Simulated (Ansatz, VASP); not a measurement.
One calculation of B, two programs

Contents of POSCAR:

```
B
1.0
    2.0622185300      0.0000000000      0.0000000000
   -1.0311092650      1.7859336352      0.0000000000
    0.0000000000      0.0000000000      1.9268854390
B
1
Direct
    0.0000000000      0.0000000000      0.0000000000
```

INCAR.step1

```
SYSTEM = B
  PREC = Accurate
  ENCUT = 520
  ISMEAR = 0
  SIGMA = 0.1
  LREAL = .FALSE.
  LASPH = .TRUE.
  NELM = 100
  NBANDS = 8
  GGA = PE
  ALGO = Normal
  EDIFF = 1E-4
  LWAVE = .TRUE.
  LCHARG = .FALSE.
```

File INCAR.step2:

```
SYSTEM = B
  PREC = Accurate
  ENCUT = 520
  EDIFF = 1E-6
  ISMEAR = 0
  SIGMA = 0.1
  LREAL = .FALSE.
  LASPH = .TRUE.
  NELM = 100
  ALGO = Normal
  ISIF = 2
  LWAVE = .FALSE.
  LCHARG = .TRUE.
  METAGGA = R2SCAN
  LMIXTAU = .TRUE.
  LELF = .TRUE.
  LVHAR = .TRUE.
  NBANDS = 8
  ISTART = 1
```

Contents of KPOINTS:

```
Automatic mesh
0
G
  9 9 10
  0 0 0
```

Input for Ansatz:

```yaml
crystal:
  lattice:
    - [2.06221853, 0.0, 0.0]
    - [-1.031109265, 1.7859336352, 0.0]
    - [0.0, 0.0, 1.926885439]
  atoms:
    - { symbol: B, position: [0.0, 0.0, 0.0] }
basis:
  ecutwfc: 500
kpoints:
  mp_grid: { grid: [9, 9, 10] }
hamiltonian:
  xc: r2scan
scf:
  occupations: { method: gaussian, width: 0.1 }
  lower_state_search: "off"
output:
  forces: true
  stress: true
  eigenvalues: true
```

Alike in both runs: task single point; functional r2SCAN; k mesh 9 × 9 × 10; occupations gaussian, width 0.1 eV; no spin polarisation.

```csv
,VASP,Ansatz
version,VASP 6.6.1,Ansatz 0.2.0
potentials or method,"VASP PAW PBE potentials, release 64 (B), cutoff 520 eV","scalar-relativistic, plane waves, PAW"
valence electrons in the cell,3,3
```

|  | VASP | Ansatz | Ansatz less VASP |
| --- | --- | --- | --- |
| gap on the k mesh at the Fermi level (eV) | none | none | - |
| pressure (GPa) | -14.7 | -14.6 | +0.12 |
| traceless stress, the component that is largest in VASP (GPa) | 10.06 | 9.90 | -0.159 |

VASP's potentials were made for PBE, not for r2SCAN. A gap of «none» marks a metal or a gap that the smearing closes.

The k mesh is coarse, so the values compare programs but aren't converged.
